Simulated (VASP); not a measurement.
Set up this calculation in VASP 6.6.1, as the native input.

* Task: single point
* Functional: PBE
* Potentials or basis: VASP PAW PBE potentials, release 64 (In_d, Ga_d, As)
* Cutoff: 520 eV
* k mesh: 3 × 3 × 3
* Occupations: gaussian, width 0.05 eV
* Spin: no spin polarisation
* Dipole correction: no
* Further INCAR settings: LREAL = Auto; ALGO = Normal; EDIFF = 1e-07; NBANDS = 166

The structure of InGa15As16 (a cell with a defect) lies in POSCAR:

```
InGa15As16
1.0
   -5.7459815093     -5.7459815093      5.7459815093
    5.7459815093      5.7459815093      5.7459815093
   -5.7459815093      5.7459815093     -5.7459815093
In Ga As
1 15 16
Direct
    0.2500000000      0.5000000000      0.2500000000
    0.5024039538      0.5000000000     -0.0016794556
    0.2500000000      0.7524039538     -0.0016794556
    0.7500000000      0.5000000000      0.7500000000
    0.5016794556      0.7516794556      0.7540834094
    0.2500000000      0.0000000000      0.7500000000
   -0.0016794556      0.5000000000      0.5024039538
    0.7540834094      0.7516794556      0.5016794556
    0.5016794556      0.0040834094      0.5016794556
    0.2500000000      0.2483205444      0.5024039538
   -0.0016794556      0.7524039538      0.2500000000
    0.7500000000      0.0000000000      0.2500000000
    0.5024039538      0.2483205444      0.2500000000
   -0.0024039538     -0.0040834094     -0.0024039538
    0.7459165906      0.2475960462     -0.0024039538
   -0.0024039538      0.2475960462      0.7459165906
   -0.0133169501      0.2366830499     -0.0133169501
    0.2500000000      0.2492489860      0.7514588586
   -0.0007510140      0.5000000000      0.7514588586
    0.5007510140      0.2522098726      0.5007510140
    0.2500000000      0.5000000000      0.5133169501
    0.0022098726      0.7507510140      0.5007510140
    0.7514588586      0.2492489860      0.2500000000
    0.5133169501      0.5000000000      0.2500000000
    0.2500000000      0.7633169501      0.2500000000
   -0.0007510140      0.0014588586      0.2500000000
    0.7514588586      0.5000000000     -0.0007510140
    0.5007510140      0.7507510140      0.0022098726
    0.2500000000      0.0014588586     -0.0007510140
    0.7485411414      0.7477901274      0.7485411414
    0.4977901274     -0.0014588586      0.7485411414
    0.7485411414     -0.0014588586      0.4977901274
```

These files were run (other wordings do the same):

INCAR

```
ALGO = Normal
EDIFF = 1E-7
ENCUT = 520
GGA = PE
ISIF = 2
ISMEAR = 0
LASPH = True
LCHARG = False
LREAL = Auto
LWAVE = False
NBANDS = 166
NELM = 100
PREC = Accurate
SIGMA = 0.05
```

KPOINTS

```
k-points
0
Gamma
  3 3 3
```

Potentials or basis: VASP PAW PBE potentials, release 64 (In_d, Ga_d, As).

The run is started by

```console
$ cat potpaw_PBE.64/In_d/POTCAR potpaw_PBE.64/Ga_d/POTCAR potpaw_PBE.64/As/POTCAR > POTCAR
$ mpirun -np 1 vasp_std > vasp.out
```

It gave:

* Pressure: 1.0 GPa
* Largest force: 0.018 eV/Å
* Band gap on the k mesh: 0.19 eV

Caveat: spin-orbit coupling is left out, which moves the levels of the heavy elements.

Wall time 26 min on 1 thread of Intel Xeon 6975P-C, on a shared host, peak memory 1.2 GiB.
